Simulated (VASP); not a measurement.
Crystal: SnSe.

```xyz
2
Lattice="0.0000 3.0021 3.0021 3.0021 0.0000 3.0021 3.0021 3.0021 0.0000" Properties=species:S:1:pos:R:3 pbc="T T T"
Sn    0.0000    0.0000    0.0000
Se    3.0021    3.0021    3.0021
```

```yaml
Program: VASP 6.6.1
Task: relaxation of cell and atoms
Functional: HSE06
Potentials_or_basis: VASP PAW PBE potentials, release 64 (Sn_d, Se)
Cutoff: 600 eV
k_mesh: 4 × 4 × 4
Occupations: fermi-dirac, width 0.02 eV
Spin: no spin polarisation
```

At the start: pressure -1.5 GPa; volume 27.06 Å³/atom.

Task: Where does the relaxation end?

Result: Over 3 steps the energy falls by 3.6 meV/atom and the volume is 26.30 Å³/atom (-2.8 %); space group Fm-3m (No. 225, to 0.05 Å).

The path:
```
step  energy change (eV)  largest force (eV/Å)  pressure (GPa)  volume (Å³)
   1              0.0000                0.0000           -1.49        54.11
   2             -0.0066                0.0000            0.48        52.17
   3             -0.0072                0.0000           -0.01        52.60
```

Final structure:
```
CELL_PARAMETERS angstrom
0.00000 2.97390 2.97390
2.97390 0.00000 2.97390
2.97390 2.97390 0.00000
ATOMIC_POSITIONS crystal
Sn 0.00000 0.00000 0.00000
Se 0.50000 0.50000 0.50000
```

Caveat: the k points lie up to 0.46 Å⁻¹ apart in the final cell; the PAW data sets were made with another functional, which shifts forces and pressure a little.
